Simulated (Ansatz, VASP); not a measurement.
## Al: VASP beside Ansatz

```
Al
1.0
     0.00000    2.02398    2.05434
     2.02398    0.00000    2.05434
     2.02398    2.02398    0.00000
Al
1
Direct
  0.00000 0.00000 0.00000
```

Change from the starting cell: strain +0.0150 x Voigt [0, 0, 1, 0, 0, 0], atoms carried along.

Alike in both runs: task single point; functional PBE; k mesh 20 × 20 × 20; occupations gaussian, width 0.15 eV; no spin polarisation.

|  | VASP | Ansatz |
| --- | --- | --- |
| version | VASP 6.6.1 | Ansatz 0.2.0 |
| potentials or method | VASP PAW PBE potentials, release 64 (Al), cutoff 520 eV | scalar-relativistic, plane waves, PAW |
| valence electrons in the cell | 3 | 3 |

|  | VASP | Ansatz | Ansatz less VASP |
| --- | --- | --- | --- |
| gap on the k mesh at the Fermi level (eV) | none | none | - |
| pressure (GPa) | -1.5 | -1.5 | +0.04 |
| traceless stress, the component that is largest in VASP (GPa) | -0.30 | -0.30 | -0.006 |

A gap of «none» marks a metal or a gap that the smearing closes. The functional is the same, so the differences come from potentials, cutoffs and numerics.
